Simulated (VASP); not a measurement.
**Rh: single point with LDA**

Crystal: Rh.

```
Rh
1.0
     2.69357    0.01755   -0.00155
    -1.33159    2.36480    0.02520
    -0.00251    0.04573    4.37863
Rh
2
Direct
  0.66946 0.33704 0.74158
  0.34567 0.68564 0.26188
```

```yaml
Program: VASP 6.6.1
Task: single point
Functional: LDA
Potentials_or_basis: VASP PAW LDA potentials, release 64 (Rh_pv)
Cutoff: 520 eV
k_mesh: 8 × 8 × 5
Occupations: methfessel-paxton, width 0.1 eV
Spin: no spin polarisation
```

```json
{
  "Pressure": "-12.1 GPa",
  "Largest force": "0.848 eV/Å",
  "Band gap on the k mesh": "zero (band 15 reaches 12.09 eV, above the bottom of band 16 at 10.03 eV)"
}
```

Forces on the atoms (eV/Å):
```
Rh   0.055  0.040  0.845
Rh  -0.055 -0.040 -0.845
```

Stress tensor (GPa, compression positive):
```
-10.32  -1.66   0.39
 -1.66 -14.02  -0.87
  0.39  -0.87 -12.03
```

Levels at points of the mesh, in eV from the Fermi level:
```tsv
k point	band 12	band 13	band 14	band 15	band 16	band 17	band 18	band 19
(0.00, 0.00, 0.00)	-2.68	-2.40	-1.90	-1.74	0.10	0.23	0.79	8.36
(0.50, 0.00, 0.00)	-2.17	-2.08	0.40	0.61	0.74	2.89	5.06	9.60
(0.00, 0.50, 0.00)	-2.27	-2.27	0.35	0.61	0.75	2.99	4.80	10.09
(0.50, 0.50, 0.00)	-2.05	-2.04	0.45	0.60	0.77	3.02	5.19	9.79
```

Wall time 29 s on 1 thread of Intel(R) Xeon(R) 6975P-C (Granite Rapids) (shared host), peak memory 0.18 GiB.
